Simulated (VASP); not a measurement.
A run of VASP 6.6.1 is set up as follows.

The input INCAR:

```
SYSTEM = Pt
ALGO = Fast
EDIFF = 1E-6
ENCUT = 520
GGA = PS
ISIF = 2
ISMEAR = 0
LASPH = .TRUE.
LCHARG = .FALSE.
LREAL = .FALSE.
LWAVE = .FALSE.
NBANDS = 17
NELM = 100
PREC = Accurate
SIGMA = 0.15
```

Contents of KPOINTS:

```
k-points
0
G
  14 14 8
  0 0 0
```

File POSCAR:

```
Pt
1.0
   -1.5604706009      1.5604706009      1.5604706009
    1.5604706009     -1.5604706009      1.5604706009
    3.1209412018      3.1209412018      0.0000000000
Pt
2
Direct
    0.0000000000      0.0000000000      0.0000000000
    0.5000000000      0.5000000000      0.5000000000
```

Potentials or basis: VASP PAW PBE potentials, release 64 (Pt).

The run is started by

```bash
$ cat potpaw_PBE.64/Pt/POTCAR > POTCAR
$ mpirun -np 1 vasp_std > vasp.out
```

**Question.** Predict the pressure.

**Answer.** -0.2 GPa.

**Question.** What does it give for the band gap on the k mesh?

**Answer.** Zero (bands 10 and 11 overlap by 2.06 eV).

Caveat: the PAW data sets were made with another functional, which shifts forces and pressure a little; spin-orbit coupling is left out, which moves the levels of the heavy elements.
